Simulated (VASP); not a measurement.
Set up this calculation in VASP 6.6.1, as the native input.

```
Task                   : single point
Functional             : PBE
Potentials or basis    : VASP PAW PBE potentials, release 64 (Rh_pv, Si)
Cutoff                 : 520 eV
k mesh                 : 5 × 5 × 1
Occupations            : gaussian, width 0.1 eV
Spin                   : no spin polarisation
Dipole correction      : yes
Further INCAR settings : ALGO = Normal; EDIFF = 1e-06; NBANDS = 104
```

The structure of SiRh12 lies in POSCAR:

```
SiRh12
1.0
    5.4165863251      0.0000000000      0.0000000000
    0.0000000000      5.4165863251      0.0000000000
    0.0000000000      0.0000000000     19.1737394690
Rh Si
12 1
Direct
    0.2500000000      0.2500000000      0.2086186686
    0.2500000000      0.7500000000      0.2086186686
    0.7500000000      0.2500000000      0.2086186686
    0.7500000000      0.7500000000      0.2086186686
    0.0000000000      0.0000000000      0.3044995961
    0.0000000000      0.5000000000      0.3044995961
    0.5000000000      0.0000000000      0.3044995961
    0.5000000000      0.5000000000      0.3044995961
    0.2500000000      0.2500000000      0.4002213278
    0.2500000000      0.7500000000      0.4002213278
    0.7500000000      0.2500000000      0.4002213278
    0.7500000000      0.7500000000      0.4002213278
    0.2500000000      0.5000000000      0.4949910493
```

The input as run:

INCAR

```
PREC = Accurate
ENCUT = 520
EDIFF = 1E-6
ISMEAR = 0
SIGMA = 0.1
LREAL = False
LASPH = True
NELM = 60
ALGO = Normal
ISIF = 2
LWAVE = False
LCHARG = False
LDIPOL = True
IDIPOL = 3
DIPOL = 0.5 0.5 0.319
GGA = PE
NBANDS = 104
```

KPOINTS

```
regular mesh
0
Gamma
  5 5 1
```

Potentials or basis: VASP PAW PBE potentials, release 64 (Rh_pv, Si).

Command:

```bash
$ cat potpaw_PBE.64/Rh_pv/POTCAR potpaw_PBE.64/Si/POTCAR > POTCAR
$ mpirun -np 1 vasp_std > vasp.out
```

Results of the run:

```yaml
Largest_force: 0.305 eV/Å
Band_gap_on_the_k_mesh: zero (bands 92 and 93 overlap by 0.78 eV)
```

It took 37 min on 1 thread of Intel Xeon 8259CL (shared host), peak memory 0.72 GiB.
